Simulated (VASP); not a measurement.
Crystal: HfC.

```
Hf C
1.0
     0.00000    2.32500    2.32500
     2.32500    0.00000    2.32500
     2.32500    2.32500    0.00000
Hf C
1 1
Cartesian
  2.3250 2.3250 2.3250
  0.0000 0.0000 0.0000
```

| Property | Result |
| --- | --- |
| Program | VASP 6.6.1 |
| Task | relaxation of cell and atoms |
| Functional | PBE |
| Dispersion | D3(BJ) |
| Potentials or basis | VASP PAW PBE potentials, release 64 (Hf_pv, C) |
| Cutoff | 600 eV |
| k mesh | 10 × 10 × 10 |
| Occupations | fermi-dirac, width 0.05 eV |
| Spin | no spin polarisation |

At the start: pressure -5.3 GPa; volume 12.57 Å³/atom.

Problem. Where does the relaxation end?

Solution. Over 3 steps the energy falls by 4.7 meV/atom and the volume is 12.29 Å³/atom (-2.2 %); space group Fm-3m (No. 225, to 0.1 Å) before and after.

Step by step:
```
step  energy change (eV)  largest force (eV/Å)  pressure (GPa)  volume (Å³)
   1              0.0000                0.0000           -5.29        25.14
   2              0.0196                0.0000           10.34        23.66
   3             -0.0093                0.0000           -0.09        24.59
```

Final structure:
```xyz
2
Lattice="0.0000 2.3080 2.3080 2.3080 0.0000 2.3080 2.3080 2.3080 0.0000" Properties=species:S:1:pos:R:3 pbc="T T T"
Hf    2.3080    2.3080    2.3080
C     0.0000    0.0000    0.0000
```
